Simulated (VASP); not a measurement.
P, 4 atoms in the cell. The cell holds a slab with vacuum, 4 atoms: a = 3.776 Å, b = 40.086 Å, c = 4.632 Å, α = 90.00°, β = 90.00°, γ = 90.00°.  This cell differs from its parent crystal: strain +0.1500 x Voigt [1, 1, 0, 0, 0, 0].

```yaml
Program: VASP 6.6.1
Task: single point
Functional: PBEsol
Potentials_or_basis: VASP PAW PBE potentials, release 64 (P)
Cutoff: 520 eV
k_mesh: 8 × 1 × 6
Occupations: gaussian, width 0.05 eV
Spin: no spin polarisation
Dipole_correction: no
Further_INCAR_settings: ALGO = Normal; EDIFF = 1e-06; NBANDS = 18
```

Potentials or basis: VASP PAW PBE potentials, release 64 (P).

Run with:

```sh
$ cat potpaw_PBE.64/P/POTCAR > POTCAR
$ mpirun -np 1 vasp_std > vasp.out
```

Hardware: 1 thread of Intel(R) Xeon(R) Platinum 8488C (Sapphire Rapids), with other jobs on the host.

Q: How long does it take, and how much memory?

A: It took 6.9 min on 1 thread of Intel(R) Xeon(R) Platinum 8488C (Sapphire Rapids) (shared host), peak memory 0.71 GiB. Counts: scf iterations 22, k points 20.
